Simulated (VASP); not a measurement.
# MgO (P1) in VASP: single point with PBEsol

Aim: the single point of MgO with PBEsol.

Program: VASP 6.6.1. These are calculated values, not measurements. Logs are shortened: lines on timing, memory, paths and dates and some standing lists are left out, and cuts for length are marked.

### Step 1. The cell of the first run

The typed cell holds 12 atoms: a = 3.020 Å, b = 3.020 Å, c = 14.853 Å, α = 85.14°, β = 86.11°, γ = 60.00°.

### Step 2. Single point, PBEsol (the part above a cut slid along it)

Contents of INCAR:

```
SYSTEM = MgO
ALGO = Normal
EDIFF = 1E-6
ENCUT = 520
GGA = PS
ISIF = 2
ISMEAR = 0
LASPH = .TRUE.
LCHARG = .FALSE.
LREAL = .FALSE.
LWAVE = .FALSE.
NBANDS = 36
NELM = 100
PREC = Accurate
SIGMA = 0.05
```

Contents of KPOINTS:

```
k-points
0
G
  9 9 2
  0 0 0
```

Contents of POSCAR:

```
MgO
1.0
    2.1351500000     -2.1351500000      0.0000000000
    2.1351500000      0.0000000000     -2.1351500000
    9.6081750000      8.1847416667      7.8288833333
Mg O
6 6
Direct
    0.6597222222      0.6527777778      0.0416666667
   -0.1458333333     -0.2916666667      0.8750000000
    0.2986111111      0.2638888889      0.2083333333
    0.5763888889      0.4861111111      0.5416666667
   -0.0625000000     -0.1250000000      0.3750000000
    0.2152777778      0.0972222222      0.7083333333
    0.6180555556      0.5694444444      0.2916666667
   -0.0208333333     -0.0416666667      0.1250000000
    0.2569444444      0.1805555556      0.4583333333
    0.5347222222      0.4027777778      0.7916666667
    0.8958333333      0.7916666667      0.6250000000
    0.1736111111      0.0138888889      0.9583333333
```

Potentials or basis: VASP PAW PBE potentials, release 64 (Mg, O).

Started as:

```
cat potpaw_PBE.64/Mg/POTCAR potpaw_PBE.64/O/POTCAR > POTCAR
mpirun -np 1 vasp_std > vasp.out
```

OUTCAR:

```text
SYSTEM = MgO
   EDIFF = 1E-6
   ENCUT = 520
   GGA = PS
   ISIF = 2
   ISMEAR = 0
   LASPH = .TRUE.
   LREAL = .FALSE.
   NELM = 100
   PREC = Accurate

 ion  position               nearest neighbor table
   1  0.660  0.653  0.042-  12 1.81   8 2.14   8 2.14   8 2.14  12 2.19  12 2.52   2 2.52   3 3.02
                             3 3.02   3 3.02   2 3.52
   2  0.854  0.708  0.875-  10 2.14  12 2.14  12 2.14  10 2.14  12 2.14  10 2.14   1 2.52   6 3.02
                             6 3.02   6 3.02   1 3.52
   3  0.299  0.264  0.208-   8 2.14   8 2.14   8 2.14   7 2.14   7 2.14   7 2.14   1 3.02   1 3.02
                             1 3.02   5 3.02   5 3.02   5 3.02
   4  0.576  0.486  0.542-  11 2.14  11 2.14  11 2.14   9 2.14   9 2.14   9 2.14   6 3.02   6 3.02
                             6 3.02   5 3.02   5 3.02   5 3.02
   5  0.938  0.875  0.375-   7 2.14   9 2.14   9 2.14   7 2.14   7 2.14   9 2.14   3 3.02   4 3.02
                             4 3.02   3 3.02   3 3.02   4 3.02
   6  0.215  0.097  0.708-  11 2.14  11 2.14  11 2.14  10 2.14  10 2.14  10 2.14   4 3.02   4 3.02
                             4 3.02   2 3.02   2 3.02   2 3.02
   7  0.618  0.569  0.292-   5 2.14   5 2.14   5 2.14   3 2.14   3 2.14   3 2.14
   8  0.979  0.958  0.125-   1 2.14   3 2.14   3 2.14   1 2.14   3 2.14   1 2.14
   9  0.257  0.181  0.458-   5 2.14   5 2.14   5 2.14   4 2.14   4 2.14   4 2.14
  10  0.535  0.403  0.792-   2 2.14   2 2.14   2 2.14   6 2.14   6 2.14   6 2.14
  11  0.896  0.792  0.625-   6 2.14   4 2.14   4 2.14   6 2.14   4 2.14   6 2.14
  12  0.174  0.014  0.958-   1 1.81   2 2.14   2 2.14   2 2.14   1 2.19   1 2.52

  LATTYP: Found a triclinic cell.
 ALAT       =     3.0195580877
 B/A-ratio  =     1.0000000000
 C/A-ratio  =     5.0027770066
 COS(alpha) =     0.0166574151
 COS(beta)  =     0.1832315663
 COS(gamma) =     0.5000000000

  Lattice vectors:

 A1 = (   0.0000000000,   2.1351500000,  -2.1351500000)
 A2 = (   2.1351500000,   0.0000000000,  -2.1351500000)
 A3 = (  -9.6081750000,  -6.0495916667,  -9.9640333333)

Analysis of symmetry for initial positions (statically):
=====================================================================
 Subroutine PRICEL returns:
 Original cell was already a primitive cell.

 Routine SETGRP: Setting up the symmetry group for a
 triclinic supercell.

 Subroutine GETGRP returns: Found  1 space group operations
 (whereof  1 operations were pure point group operations)
 out of a pool of  2 trial point group operations.

The static configuration has the point symmetry C_1 .

Analysis of symmetry for dynamics (positions and initial velocities):
=====================================================================
 Subroutine PRICEL returns:
 Original cell was already a primitive cell.

 Routine SETGRP: Setting up the symmetry group for a
 triclinic supercell.

 Subroutine GETGRP returns: Found  1 space group operations
 (whereof  1 operations were pure point group operations)
 out of a pool of  2 trial point group operations.

The dynamic configuration has the point symmetry C_1 .

 Subroutine INISYM returns: Found  1 space group operations
 (whereof  1 operations are pure point group operations),
 and found     1 'primitive' translations

----------------------------------------------------------------------------------------

                                     Primitive cell

  volume of cell :     116.8063

  direct lattice vectors                    reciprocal lattice vectors
     2.135150000 -2.135150000  0.000000000     0.149612179 -0.318738990  0.149612179
     2.135150000  0.000000000 -2.135150000     0.143107302  0.143107302 -0.325243868
     9.608175000  8.184741667  7.828883333     0.039029264  0.039029264  0.039029264

  length of vectors
     3.019558088  3.019558088 14.852556589     0.382573068  0.383070455  0.067600668

  position of ions in fractional coordinates (direct lattice)
     0.659722222  0.652777778  0.041666667
     0.854166667  0.708333333  0.875000000
     0.298611111  0.263888889  0.208333333
     0.576388889  0.486111111  0.541666667
     0.937500000  0.875000000  0.375000000
     0.215277778  0.097222222  0.708333333
     0.618055556  0.569444444  0.291666667
     0.979166667  0.958333333  0.125000000
     0.256944444  0.180555556  0.458333333
     0.534722222  0.402777778  0.791666667
     0.895833333  0.791666667  0.625000000
     0.173611111  0.013888889  0.958333333

  ion indices of the primitive-cell ions
   primitive index   ion index
                 1           1
                 2           2
                 3           3
                 4           4
                 5           5
                 6           6
                 7           7
                 8           8
                 9           9
                10          10
                11          11
                12          12

----------------------------------------------------------------------------------------

 KPOINTS: k-points

Automatic generation of k-mesh.
 Grid dimensions read from file:
 generate k-points for:    9    9    2

 Generating k-lattice:

  Cartesian coordinates                     Fractional coordinates (reciprocal lattice)
     0.016623575 -0.035415443  0.016623575     0.111111111  0.000000000 -0.000000000
     0.015900811  0.015900811 -0.036138208     0.000000000  0.111111111  0.000000000
     0.019514632  0.019514632  0.019514632     0.000000000  0.000000000  0.500000000

  Length of vectors
     0.042508119  0.042563384  0.033800334

  Shift w.r.t. Gamma in fractional coordinates (k-lattice)
     0.000000000  0.000000000  0.000000000

 Subroutine IBZKPT returns following result:
 ===========================================

 Found     82 irreducible k-points:

 Following reciprocal coordinates:
            Coordinates               Weight
  0.000000  0.000000  0.000000      1.000000
  0.111111  0.000000  0.000000      2.000000
  0.222222  0.000000  0.000000      2.000000
  0.333333  0.000000  0.000000      2.000000
  0.444444  0.000000  0.000000      2.000000
  0.000000  0.111111  0.000000      2.000000
[... 16 lines left out ...]
 -0.111111  0.222222  0.000000      2.000000
  0.000000  0.333333  0.000000      2.000000
 [... further k-points ...]
   k-points           NKPTS =     82   k-points in BZ     NKDIM =     82   number of bands    NBANDS=     36
   number of dos      NEDOS =    301   number of ions     NIONS =     12
   total plane-waves  NPLWV =  64512
   dimension x,y,z NGX =    24 NGY =   24 NGZ =  112
   dimension x,y,z NGXF=    48 NGYF=   48 NGZF=  224
   ions per type =               6   6
   NGX,Y,Z   is equivalent  to a cutoff of  13.21, 13.21, 12.54 a.u.
   NGXF,Y,Z  is equivalent  to a cutoff of  26.43, 26.43, 25.07 a.u.
 SYSTEM =  MgO
   PREC   = accura    normal or accurate (medium, high low for compatibility)
   ISTART =      0    job   : 0-new  1-cont  2-samecut
   ICHARG =      2    charge: 1-file 2-atom 10-const
   ISPIN  =      1    spin polarized calculation?
   LNONCOLLINEAR =      F non collinear calculations
   LSORBIT =      F    spin-orbit coupling
   LASPH  =      T    aspherical Exc in radial PAW
   ENCUT  =  520.0 eV  38.22 Ry    6.18 a.u.   5.61  5.61 27.62*2*pi/ulx,y,z
   NELM   =    100;   NELMIN=  2; NELMDL= -5     # of ELM steps
   EDIFF  = 0.1E-05   stopping-criterion for ELM
   LREAL  =      F    real-space projection
   EDIFFG = 0.1E-04   stopping-criterion for IOM
   NSW    =      0    number of steps for IOM
   IBRION =     -1    ionic relax: 0-MD 1-quasi-New 2-CG
   NFREE  =      0    steps in history (QN), initial steepest desc. (CG)
   ISIF   =      2    stress and relaxation
   ISYM   =      2    0-nonsym 1-usesym 2-fastsym
   POTIM  = 0.5000    time-step for ionic-motion
   TEBEG  =    0.0;   TEEND  =   0.0 temperature during run
   PSTRESS=    0.0 pullay stress
   NELECT =      48.0000    total number of electrons
   NUPDOWN=      -1.0000    fix difference up-down
   EMIN   =  10.00;   EMAX   =-10.00  energy-range for DOS
   EFERMI =   0.00;   METHOD = LEGACY
   ISMEAR =     0;   SIGMA  =   0.05  broadening in eV -4-tet -1-fermi 0-gaus
   EFERMI_NEDOS =   21; number of points for ismear=-14 and -15
   IALGO  =     38    algorithm
   IMIX   =      4    mixing-type and parameters
     AMIX     =   0.40;   BMIX     =  1.00
     AMIX_MAG =   1.60;   BMIX_MAG =  1.00
  volume/ion in A,a.u.               =       9.73        65.69
  Fermi-wavevector in a.u.,A,eV,Ry     =   1.217119  2.300022 20.155386  1.481379
  Thomas-Fermi vector in A             =   2.352450
   LORBIT       =      0    0 simple, 1 ext, 2 COOP (PROOUT), +10 PAW based schemes
   GGA     = PS    functional components
   LHFCALC =     F    Hartree Fock is set to
   AEXX    =    0.0000 exact exchange contribution
   IVDW    =     0    specifies the selected vdW correction
   LEPSILON=     F    determine dielectric tensor
   LRPA    =     F    only Hartree local field effects (RPA)
 non-spin polarized calculation
 Gauss-broadening in eV      SIGMA  =   0.05
  energy-cutoff  :      520.00
  volume of cell :      116.81
 maximum number of plane-waves:      3181
   NGX = 11   NGY = 11   NGZ = 55

 number of electron      48.0000004 magnetization

 Free energy of the ion-electron system (eV)
  ---------------------------------------------------
  ext. energy  EPLUGINS =         0.00000000
  ---------------------------------------------------
  free energy    TOTEN  =       -73.93022778 eV

  energy without entropy =      -73.93022778  energy(sigma->0) =      -73.93022778

 E-fermi :   3.2670     XC(G=0): -11.1002

 val. band max:        2.9772361766   @ k =   0.0000   0.0000   0.0000
 cond. band min:       6.8078197430   @ k =   0.0000   0.0000   0.0000
 fundamental gap:      3.8305835663
 Fermi energy:         3.2669798736

 k-point     1 :       0.0000    0.0000    0.0000
  band No.  band energies     occupation
      1     -14.2715      2.00000
      2     -13.9839      2.00000
      3     -13.9148      2.00000
      4     -13.3419      2.00000
      5     -13.3331      2.00000
      6     -12.9783      2.00000
[... 28 lines left out ...]
     35      16.1486      0.00000
     36      17.7391      0.00000

 k-point     2 :       0.1111    0.0000    0.0000
  band No.  band energies     occupation
      1     -14.1662      2.00000
      2     -13.8884      2.00000
      3     -13.8148      2.00000
      4     -13.2856      2.00000
      5     -13.2569      2.00000
      6     -12.9331      2.00000
[... 28 lines left out ...]
     35      15.6912      0.00000
     36      16.7058      0.00000

 k-point     3 :       0.2222    0.0000    0.0000
  band No.  band energies     occupation
      1     -13.8833      2.00000
      2     -13.6297      2.00000
      3     -13.5462      2.00000
      4     -13.1271      2.00000
      5     -13.0734      2.00000
      6     -12.8223      2.00000
[... 28 lines left out ...]
     35      14.7823      0.00000
     36      15.2502      0.00000
[... 742 lines left out ...]
 k-point    23 :      -0.1111    0.2222    0.0000
  band No.  band energies     occupation
      1     -13.6557      2.00000
      2     -13.4089      2.00000
      3     -13.3256      2.00000
      4     -12.9890      2.00000
      5     -12.9405      2.00000
      6     -12.7398      2.00000
[... 28 lines left out ...]
     35      14.3413      0.00000
     36      14.6435      0.00000

 k-point    24 :       0.0000    0.3333    0.0000
  band No.  band energies     occupation
      1     -13.5385      2.00000
      2     -13.2977      2.00000
      3     -13.1895      2.00000
      4     -12.9534      2.00000
      5     -12.8486      2.00000
      6     -12.7116      2.00000
[... 28 lines left out ...]
     35      14.4711      0.00000
     36      14.5973      0.00000

 [... further k-points ...]

------------------------ aborting loop because EDIFF is reached ----------------------------------------

  FORCE on cell =-STRESS in cart. coord.  units (eV):
  Direction    XX          YY          ZZ          XY          YZ          ZX
  --------------------------------------------------------------------------------------
  -------------------------------------------------------------------------------------
  Total       -3.1433592     -2.7358887     -1.2624119      1.0531054      2.4040983      2.9647974
  in kB      -43.1159708    -37.5268910    -17.3159076     14.4449491     32.9758788     40.6667235
  external PRESSURE =     -32.6529231 kB  Pullay stress =       0.0000000 kB

 VOLUME and BASIS-vectors are now :
 -----------------------------------------------------------------------------
  energy-cutoff  :      520.00
  volume of cell :      116.81
      direct lattice vectors                 reciprocal lattice vectors
     2.135150000 -2.135150000  0.000000000     0.149612179 -0.318738990  0.149612179
     2.135150000  0.000000000 -2.135150000     0.143107302  0.143107302 -0.325243868
     9.608175000  8.184741667  7.828883333     0.039029264  0.039029264  0.039029264

 POSITION                                       TOTAL-FORCE (eV/Angst)
 -----------------------------------------------------------------------------------
      3.20273     -1.06757     -1.06757         1.703262      0.066803      2.339171
     11.74332      5.33787      5.33788        -0.370521     -0.741700     -0.563783
      3.20272      1.06757      1.06757         0.095889      0.100651      0.100392
      7.47303      3.20273      3.20273         0.014297      0.014283      0.014353
      7.47302      1.06758      1.06757         0.011958      0.012358      0.012151
      7.47302      5.33787      5.33787         0.014955      0.014117      0.014351
      5.33788      1.06758      1.06758        -0.019725     -0.007229     -0.011559
      5.33788     -1.06758     -1.06757         0.139292      0.687238      0.443078
      5.33787      3.20272      3.20272        -0.014314     -0.013767     -0.014354
      9.60818      5.33788      5.33788        -0.000870     -0.014587     -0.014333
      9.60817      3.20273      3.20272        -0.013974     -0.014398     -0.014406
      9.60817      7.47302      7.47302        -1.560249     -0.103770     -2.305061
 -----------------------------------------------------------------------------------
    total drift:                               -0.000403     -0.000152     -0.000402

  FREE ENERGIE OF THE ION-ELECTRON SYSTEM (eV)
  ---------------------------------------------------
  free  energy   TOTEN  =       -73.9302277805 eV

  energy  without entropy=      -73.9302277805  energy(sigma->0) =      -73.93022778
```

It took 3.4 min on 1 thread of Intel Xeon Platinum 8488C (Sapphire Rapids), shared host; peak memory 0.41 GiB.

Results:

| Item | Value |
| --- | --- |
| Free energy | -73.9302 eV |
| Pressure | -3.3 GPa |
| Largest force | 2.894 eV/Å |
| Band gap on the k mesh | 3.83 eV |

Forces in eV/Å, atoms in the order of the input:
```
Mg   1.703  0.067  2.339
Mg  -0.371 -0.742 -0.564
Mg   0.096  0.101  0.100
Mg   0.014  0.014  0.014
Mg   0.012  0.012  0.012
Mg   0.015  0.014  0.014
O   -0.020 -0.007 -0.012
O    0.139  0.687  0.443
O   -0.014 -0.014 -0.014
O   -0.001 -0.015 -0.014
O   -0.014 -0.014 -0.014
O   -1.560 -0.104 -2.305
```

Levels at points of the mesh, in eV from the valence-band top:
```tsv
k point	band 21	band 22	band 23	band 24	band 25	band 26	band 27	band 28
(0.00, 0.00, 0.00)	-0.23	-0.20	-0.16	0.00	3.83	5.10	5.50	6.86
(0.00, 0.00, 0.50)	-0.33	-0.25	-0.19	-0.12	4.09	4.56	6.09	6.43
```

Caveat: the cell differs from its parent crystal (the part above a cut slid along it); the cell stands under tension; the PAW data sets were made with another functional, which shifts forces and pressure a little.
